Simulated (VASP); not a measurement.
Set up this calculation in VASP 6.6.1, as the native input.

- Task: single point
- Functional: LDA
- Potentials or basis: VASP PAW LDA potentials, release 64 (Pt)
- Cutoff: 520 eV
- k mesh: 21 × 21 × 10
- Occupations: gaussian, width 0.15 eV
- Spin: collinear spin, ferromagnetic start
- Starting moments: [0.4, 0.4] μB
- Fixed moment: 0.8 μB
- Dipole correction: no
- Further INCAR settings: ALGO = Fast; EDIFF = 1e-06; NBANDS = 21

The structure of Pt lies in POSCAR:

```
Pt
1.0
    2.5349048657      0.0000000000      0.0000000000
   -1.2674524328      2.1952920098      0.0000000000
    0.0000000000      0.0000000000      4.3771120513
Pt
2
Direct
    0.6666666667      0.3333333333      0.7500000000
    0.3333333333      0.6666666667      0.2500000000
```

One way to write it, as run:

INCAR

```
SYSTEM = Pt
ALGO = Fast
EDIFF = 1E-6
ENCUT = 520
ISIF = 2
ISMEAR = 0
ISPIN = 2
LASPH = .TRUE.
LCHARG = .FALSE.
LMAXMIX = 4
LORBIT = 11
LREAL = .FALSE.
LWAVE = .FALSE.
MAGMOM = 0.4 0.4
NBANDS = 21
NELM = 150
NUPDOWN = 0.8
PREC = Accurate
SIGMA = 0.15
```

KPOINTS

```
k-points
0
G
  21 21 10
  0 0 0
```

Potentials or basis: VASP PAW LDA potentials, release 64 (Pt).

Run with:

```bash
$ cat potpaw_LDA.64/Pt/POTCAR > POTCAR
$ mpirun -np 1 vasp_std > vasp.out
```

It gave:

```yaml
Pressure: 104.8 GPa
Net_moment: 0.80 μB per cell
Site_moments: Pt +0.39 μB
```

Caveat: the total moment is fixed, so each spin has its own Fermi level.

It took 4.2 min on 1 thread of Oxide Virtual Turin-like Processor, with other jobs on the host, peak memory 0.26 GiB.
